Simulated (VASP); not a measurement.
Set up this calculation in VASP 6.6.1, as the native input.

```yaml
Task: single point
Functional: PBE
Potentials_or_basis: VASP PAW PBE potentials, release 64 (K_sv, Ta_pv, Ag, Cl)
Cutoff: 520 eV
k_mesh: 4 × 4 × 4
Occupations: fermi-dirac, width 0.1 eV
Spin: no spin polarisation
Dipole_correction: no
Further_INCAR_settings: ALGO = Normal; EDIFF = 1e-06; NBANDS = 52
```

The structure of K2TaAgCl6 lies in POSCAR:

```
K2TaAgCl6
1.0
    0.0000000000      5.1999000000      5.1999000000
    5.1999000000      0.0000000000      5.1999000000
    5.1999000000      5.1999000000      0.0000000000
K Ta Ag Cl
2 1 1 6
Direct
    0.2500000000      0.2500000000      0.2500000000
    0.7500000000      0.7500000000      0.7500000000
    0.5000000000      0.5000000000      0.5000000000
    0.0000000000      0.0000000000      0.0000000000
    0.2615790000      0.2615790000      0.7384210000
    0.2615790000      0.7384210000      0.7384210000
    0.7384210000      0.7384210000      0.2615790000
    0.2615790000      0.7384210000      0.2615790000
    0.7384210000      0.2615790000      0.7384210000
    0.7384210000      0.2615790000      0.2615790000
```

These files were run (other wordings do the same):

INCAR

```
SYSTEM = K2TaAgCl6
ALGO     = Normal         ! electronic algorithm
EDIFF    = 1E-6           ! SCF threshold, eV
ENCUT    = 520            ! plane-wave cutoff, eV
GGA      = PE             ! functional
ISIF     = 2              ! what is computed and relaxed
ISMEAR   = -1             ! smearing method
LASPH    = .TRUE.         ! aspherical terms in the spheres
LCHARG   = .FALSE.        ! write CHGCAR
LREAL    = .FALSE.        ! projectors in reciprocal space
LWAVE    = .FALSE.        ! write WAVECAR
NBANDS   = 52             ! bands
NELM     = 60             ! most SCF steps
PREC     = Accurate       ! precision mode
SIGMA    = 0.1            ! smearing width, eV
```

KPOINTS

```
k-points
0
G
  4 4 4
  0 0 0
```

Potentials or basis: VASP PAW PBE potentials, release 64 (K_sv, Ta_pv, Ag, Cl).

Run with:

```sh
$ cat potpaw_PBE.64/K_sv/POTCAR potpaw_PBE.64/Ta_pv/POTCAR potpaw_PBE.64/Ag/POTCAR potpaw_PBE.64/Cl/POTCAR > POTCAR
$ mpirun -np 1 vasp_std > vasp.out
```

It gave:

```json
{
  "Pressure": "-0.4 GPa",
  "Largest force": "0.116 eV/Å",
  "Band gap on the k mesh": "zero (bands 41 and 42 overlap by 0.14 eV)"
}
```

Caveat: spin-orbit coupling is left out, which moves the levels of the heavy elements.

It took 5 min on 1 thread of AMD EPYC 7R13, on a shared host, peak memory 0.46 GiB.
